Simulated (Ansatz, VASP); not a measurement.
# Two plane-wave programs on C

The input POSCAR:

```
C
1.0
    1.1666250292      0.6735512746      3.1796602974
   -1.1666250292      0.6735512746      3.1796602974
    0.0000000000     -1.3471025493      3.1796602974
C
2
Direct
    0.1640000000      0.1640000000      0.1640000000
    0.8360000000      0.8360000000      0.8360000000
```

Contents of INCAR.step1:

```
SYSTEM = C
  PREC = Accurate
  ENCUT = 520
  ISMEAR = 0
  SIGMA = 0.05
  LREAL = .FALSE.
  LASPH = .TRUE.
  NELM = 100
  NBANDS = 11
  GGA = PE
  ALGO = Normal
  EDIFF = 1E-4
  LWAVE = .TRUE.
  LCHARG = .FALSE.
```

INCAR.step2

```
SYSTEM = C
  PREC = Accurate
  ENCUT = 520
  EDIFF = 1E-7
  ISMEAR = 0
  SIGMA = 0.05
  LREAL = .FALSE.
  LASPH = .TRUE.
  NELM = 100
  ALGO = Normal
  ISIF = 2
  LWAVE = .FALSE.
  LCHARG = .TRUE.
  METAGGA = R2SCAN
  LMIXTAU = .TRUE.
  LELF = .TRUE.
  LVHAR = .TRUE.
  NBANDS = 11
  ISTART = 1
```

The input KPOINTS:

```
Automatic mesh
0
G
  12 12 12
  0 0 0
```

Input for Ansatz:

```yaml
crystal:
  lattice:
    - [1.1666250292, 0.6735512746, 3.1796602974]
    - [-1.1666250292, 0.6735512746, 3.1796602974]
    - [0.0, -1.3471025493, 3.1796602974]
  atoms:
    - { symbol: C, position: [0.164, 0.164, 0.164] }
    - { symbol: C, position: [0.836, 0.836, 0.836] }
basis:
  ecutwfc: 500
kpoints:
  mp_grid: { grid: [12, 12, 12] }
hamiltonian:
  xc: r2scan
scf:
  occupations: { method: gaussian, width: 0.05 }
output:
  forces: true
  stress: true
  eigenvalues: true
```

Change from the starting cell: strain -0.050 along x and y, -0.050 along z, atoms carried along.

Alike in both runs: task single point; functional r2SCAN; k mesh 12 × 12 × 12; occupations gaussian, width 0.05 eV; no spin polarisation.

```csv
,VASP,Ansatz
version,VASP 6.6.1,Ansatz 0.2.0
potentials or method,"VASP PAW PBE potentials, release 64 (C), cutoff 520 eV","scalar-relativistic, plane waves, PAW"
valence electrons in the cell,8,8
```

|  | VASP | Ansatz | Ansatz less VASP |
| --- | --- | --- | --- |
| gap on the k mesh at the Fermi level (eV) | 0.98 | 0.99 | +0.001 |
| least direct gap on the mesh (eV) | 0.98 | 0.99 | +0.001 |
| pressure (GPa) | 59.1 | 58.3 | -0.79 |
| traceless stress, the component that is largest in VASP (GPa) | -55.79 | -54.85 | +0.942 |
| rms of the force components (eV/Å) | 0.458 | 0.462 | +0.0041 |

VASP's potentials were made for PBE, not for r2SCAN. Atom by atom the forces differ by 0.004 eV/Å (rms over components). Both programs put the cell under a high pressure, so it lies far from rest at this level.
